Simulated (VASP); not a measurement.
Write the native input for VASP 6.6.1 that does the following.

```yaml
Task: single point
Functional: PBE
Potentials_or_basis: VASP PAW PBE potentials, release 64 (N, B)
Cutoff: 520 eV
k_mesh: 13 × 13 × 13
Occupations: fermi-dirac, width 0.05 eV
Spin: no spin polarisation
Dipole_correction: no
Further_INCAR_settings: ALGO = Normal; EDIFF = 1e-06; NBANDS = 11
```

The structure of BN lies in POSCAR:

```
BN
1.0
    0.0000000000      1.8091109064      1.8091109064
    1.8091109064      0.0000000000      1.8091109064
    1.8091109064      1.8091109064      0.0000000000
N B
1 1
Direct
    0.2500000000      0.2500000000      0.2500000000
    0.0000000000      0.0000000000      0.0000000000
```

These files were run (other wordings do the same):

INCAR

```
ALGO = Normal
EDIFF = 1E-6
ENCUT = 520
GGA = PE
ISIF = 2
ISMEAR = -1
LASPH = T
LCHARG = F
LREAL = F
LWAVE = F
NBANDS = 11
NELM = 60
PREC = Accurate
SIGMA = 0.05
```

KPOINTS

```
k-points
0
Gamma
  13 13 13
```

Potentials or basis: VASP PAW PBE potentials, release 64 (N, B).

Command:

```console
$ cat potpaw_PBE.64/N/POTCAR potpaw_PBE.64/B/POTCAR > POTCAR
$ mpirun -np 1 vasp_std > vasp.out
```

Results of the run:

```json
{"Pressure": "2.3 GPa", "Band gap on the k mesh": "4.53 eV, indirect (least direct gap 8.81 eV)"}
```

Wall time 7.3 s on 1 thread of AMD EPYC 7R13 Processor (Zen 3) (shared host), peak memory 0.09 GiB.
